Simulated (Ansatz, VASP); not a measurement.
# Two plane-wave programs on Ga2O3

The input INCAR:

```
SYSTEM = Ga2O3
PREC     = Accurate       ! precision mode
ENCUT    = 600            ! plane-wave cutoff, eV
EDIFF    = 1E-6           ! SCF threshold, eV
ISMEAR   = 0              ! smearing method
SIGMA    = 0.05           ! smearing width, eV
LREAL    = .False.        ! projectors in reciprocal space
LASPH    = .True.         ! aspherical terms in the spheres
NELM     = 120            ! most SCF steps
ALGO     = Normal         ! electronic algorithm
ISIF     = 2              ! what is computed and relaxed
LWAVE    = .False.        ! write WAVECAR
LCHARG   = .False.        ! write CHGCAR
GGA      = PE             ! functional
NBANDS   = 55             ! bands
GGA_COMPAT= .False.      
KPAR     = 4
```

KPOINTS

```
Automatic mesh
0
Gamma
  10 10 6
  0 0 0
```

The input POSCAR:

```
Ga2O3
1.0
    5.9160590369     -1.4646686970      0.0109178190
    5.9160590369      1.4646686970      0.0109178190
   -1.3325872907      0.0000000000      5.4223094842
Ga O
4 6
Direct
    0.0899134338      0.0899134338      0.7947233214
    0.9100865662      0.9100865662      0.2052766786
    0.6585007298      0.6585007298      0.3141978958
    0.3414992702      0.3414992702      0.6858021042
    0.1634883771      0.1634883771      0.1092060624
    0.8365116229      0.8365116229      0.8907939376
    0.1737013129      0.1737013129      0.5643594349
    0.8262986871      0.8262986871      0.4356405651
    0.4960195696      0.4960195696      0.2566813611
    0.5039804304      0.5039804304      0.7433186389
```

Input for Ansatz:

```yaml
crystal:
  lattice:
    - [5.9160590369, -1.464668697, 0.010917819]
    - [5.9160590369, 1.464668697, 0.010917819]
    - [-1.3325872907, 0.0, 5.4223094842]
  atoms:
    - { symbol: Ga, position: [0.0899134338, 0.0899134338, 0.7947233214] }
    - { symbol: Ga, position: [0.9100865662, 0.9100865662, 0.2052766786] }
    - { symbol: Ga, position: [0.6585007298, 0.6585007298, 0.3141978958] }
    - { symbol: Ga, position: [0.3414992702, 0.3414992702, 0.6858021042] }
    - { symbol: O, position: [0.1634883771, 0.1634883771, 0.1092060624] }
    - { symbol: O, position: [0.8365116229, 0.8365116229, 0.8907939376] }
    - { symbol: O, position: [0.1737013129, 0.1737013129, 0.5643594349] }
    - { symbol: O, position: [0.8262986871, 0.8262986871, 0.4356405651] }
    - { symbol: O, position: [0.4960195696, 0.4960195696, 0.2566813611] }
    - { symbol: O, position: [0.5039804304, 0.5039804304, 0.7433186389] }
basis:
  ecutwfc: 420
kpoints:
  mp_grid: { grid: [10, 10, 6] }
hamiltonian:
  xc: pbe
scf:
  occupations: { method: gaussian, width: 0.05 }
output:
  forces: true
  stress: true
  eigenvalues: true
```

Change from the starting cell: strain -0.050 along x and y, -0.050 along z, atoms carried along.

Alike in both runs: task single point; functional PBE; k mesh 10 × 10 × 6; occupations gaussian, width 0.05 eV; no spin polarisation.

```csv
,VASP,Ansatz
version,VASP 6.6.1,Ansatz 0.2.0
potentials or method,"VASP PAW PBE potentials, release 64 (Ga_d, O), cutoff 600 eV","scalar-relativistic, plane waves, PAW"
valence electrons in the cell,88,88
```

```tsv
	VASP	Ansatz	Ansatz less VASP
gap on the k mesh at the Fermi level (eV)	3.43	3.43	+0.005
least direct gap on the mesh (eV)	3.43	3.43	+0.005
pressure (GPa)	39.4	39.3	-0.17
traceless stress, the component that is largest in VASP (GPa)	3.11	3.00	-0.113
rms of the force components (eV/Å)	0.373	0.379	+0.0057
```

Atom by atom the forces differ by 0.021 eV/Å (rms over components). Both programs put the cell under a high pressure, so it lies far from rest at this level. The functional is the same, so the differences come from potentials, cutoffs and numerics.
